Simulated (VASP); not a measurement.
TaN: single point with r2SCAN

TaN:

```
Ta N
1.0
     2.93800    0.00000    0.00000
    -1.46900    2.69704    0.00000
     0.00000    0.00000    2.88300
Ta N
1 1
Direct
  0.33333 0.66667 0.50000
  0.00000 0.00000 0.00000
```

This cell differs from its parent crystal: strain +0.0600 x Voigt [0, 1, 0, 0, 0, 0].

```
Program             : VASP 6.6.1
Task                : single point
Functional          : r2SCAN
Potentials or basis : VASP PAW PBE potentials, release 64 (Ta_pv, N)
Cutoff              : 520 eV
k mesh              : 18 × 18 × 16
Occupations         : gaussian, width 0.15 eV
Spin                : no spin polarisation
```

```yaml
Pressure: -16.0 GPa
Largest_force: 0.032 eV/Å
Band_gap_on_the_k_mesh: zero (band 8 reaches 7.56 eV, above the bottom of band 9 at 7.43 eV)
```

Forces in eV/Å, atoms in the order of the input:
```
Ta   0.000  0.032  0.000
N    0.000 -0.032  0.000
```

Stress tensor (GPa, compression positive):
```
 -8.86   0.00   0.00
  0.00 -33.57   0.00
  0.00   0.00  -5.52
```

Levels at points of the mesh, in eV from the Fermi level:
| k point | band 5 | band 6 | band 7 | band 8 | band 9 | band 10 | band 11 | band 12 |
| --- | --- | --- | --- | --- | --- | --- | --- | --- |
| (0.00, 0.00, 0.00) | -5.05 | -4.32 | -3.94 | -2.78 | 1.89 | 3.41 | 3.98 | 4.14 |
| (0.50, 0.00, 0.00) | -8.17 | -4.80 | -3.46 | -3.20 | 3.10 | 3.50 | 5.06 | 5.40 |
| (0.00, 0.50, 0.00) | -8.31 | -4.78 | -3.38 | -3.07 | 3.53 | 3.70 | 4.92 | 5.57 |
| (0.00, 0.00, 0.50) | -9.20 | -3.99 | -3.74 | -0.48 | 0.67 | 2.71 | 3.04 | 3.67 |
| (0.50, 0.00, 0.50) | -7.20 | -6.11 | -5.84 | -0.21 | 4.07 | 4.89 | 6.09 | 6.95 |
| (0.00, 0.50, 0.50) | -7.19 | -6.02 | -5.28 | -0.76 | 4.19 | 4.86 | 5.73 | 6.91 |

It took 6 min on 1 thread of Intel(R) Xeon(R) Platinum 8559C (Emerald Rapids) (shared host), peak memory 0.39 GiB.

Caveat: the cell differs from its parent crystal (strain +0.0600 x Voigt [0, 1, 0, 0, 0, 0]); the PAW data sets were made with another functional, which shifts forces and pressure a little; spin-orbit coupling is left out, which moves the levels of the heavy elements.
